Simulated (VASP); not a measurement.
A run of VASP 6.6.1 is set up as follows.

File INCAR:

```
ALGO = Normal
EDIFF = 1E-6
ENCUT = 520
GGA = PE
ISIF = 2
ISMEAR = 0
LASPH = T
LCHARG = T
LELF = T
LREAL = F
LVHAR = T
LWAVE = F
NBANDS = 38
NELM = 60
PREC = Accurate
SIGMA = 0.1
```

Contents of KPOINTS:

```
k-points
0
Gamma
  4 4 4
```

POSCAR

```
MgSnO2
1.0
    4.5387474600      0.0000000000      0.0000000000
    0.0000000000      4.5387474600      0.0000000000
    0.0000000000      0.0000000000      6.1295381700
Mg Sn O
2 2 4
Direct
    0.5000000000      0.5000000000      0.0000000000
    0.5000000000      0.5000000000      0.5000000000
    0.0000000000      0.5000000000      0.5000000000
    0.5000000000      0.0000000000      0.0000000000
    0.0000000000      0.0000000000      0.2500000000
    0.0000000000      0.0000000000      0.7500000000
    0.5000000000      0.5000000000      0.2500000000
    0.5000000000      0.5000000000      0.7500000000
```

Potentials or basis: VASP PAW PBE potentials, release 64 (Mg, Sn_d, O).

Launch:

```sh
$ cat potpaw_PBE.64/Mg/POTCAR potpaw_PBE.64/Sn_d/POTCAR potpaw_PBE.64/O/POTCAR > POTCAR
$ mpirun -np 1 vasp_std > vasp.out
```

Q: Predict the pressure.

A: 43.2 GPa.

Q: What does it give for the band gap on the k mesh?

A: Zero (bands 28 and 29 overlap by 0.32 eV).

Stress tensor (GPa, compression positive):
```
20.00  0.00  0.00
 0.00 20.00  0.00
 0.00  0.00 89.67
```

Caveat: the stress differs along the axes, from 20 to 90 GPa; semilocal functionals underestimate gaps, and a narrow one can read as zero; spin-orbit coupling is left out, which moves the levels of the heavy elements.
